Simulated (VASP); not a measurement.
Write the native input for VASP 6.6.1 that does the following.

```yaml
Task: single point
Functional: PBEsol
Potentials_or_basis: VASP PAW PBE potentials, release 64 (Al, Ni)
Cutoff: 520 eV
k_mesh: 16 × 16 × 14
Occupations: tetrahedron
Spin: no spin polarisation
Dipole_correction: no
Further_INCAR_settings: ALGO = Fast; EDIFF = 1e-06; NBANDS = 14
```

The structure of AlNi lies in POSCAR:

```
AlNi
1.0
    1.9386940000     -1.9531901500      0.0000000000
    1.9386940000      1.9531901500      0.0000000000
    0.0000000000      0.0000000000      3.0994300413
Al Ni
1 1
Direct
    0.0000000000      0.0000000000      0.0000000000
    0.5000000000      0.5000000000      0.5000000000
```

One way to write it, as run:

INCAR

```
SYSTEM = AlNi
ALGO     = Fast           ! electronic algorithm
EDIFF    = 1E-6           ! SCF threshold, eV
ENCUT    = 520            ! plane-wave cutoff, eV
GGA      = PS             ! functional
ISIF     = 2              ! what is computed and relaxed
ISMEAR   = -5             ! smearing method
LASPH    = .TRUE.         ! aspherical terms in the spheres
LCHARG   = .FALSE.        ! write CHGCAR
LREAL    = .FALSE.        ! projectors in reciprocal space
LWAVE    = .FALSE.        ! write WAVECAR
NBANDS   = 14             ! bands
NELM     = 60             ! most SCF steps
PREC     = Accurate       ! precision mode
SIGMA    = 0.1            ! smearing width, eV
```

KPOINTS

```
k-points
0
G
  16 16 14
  0 0 0
```

Potentials or basis: VASP PAW PBE potentials, release 64 (Al, Ni).

The run is started by

```bash
$ cat potpaw_PBE.64/Al/POTCAR potpaw_PBE.64/Ni/POTCAR > POTCAR
$ mpirun -np 1 vasp_std > vasp.out
```

It gave:

```yaml
Pressure: 0.7 GPa
Band_gap_on_the_k_mesh: zero (an odd number of electrons rules out a gap without spin polarisation)
```

Caveat: the stress differs along the axes, from -4 to 4 GPa; the PAW data sets were made with another functional, which shifts forces and pressure a little; tetrahedron occupations give inexact forces and stress in metals.

Run time: 2.3 min on 1 thread of Intel(R) Xeon(R) Platinum 8259CL CPU @ 2.50GHz (Skylake/Cascade Lake), on a shared host, peak memory 0.31 GiB.
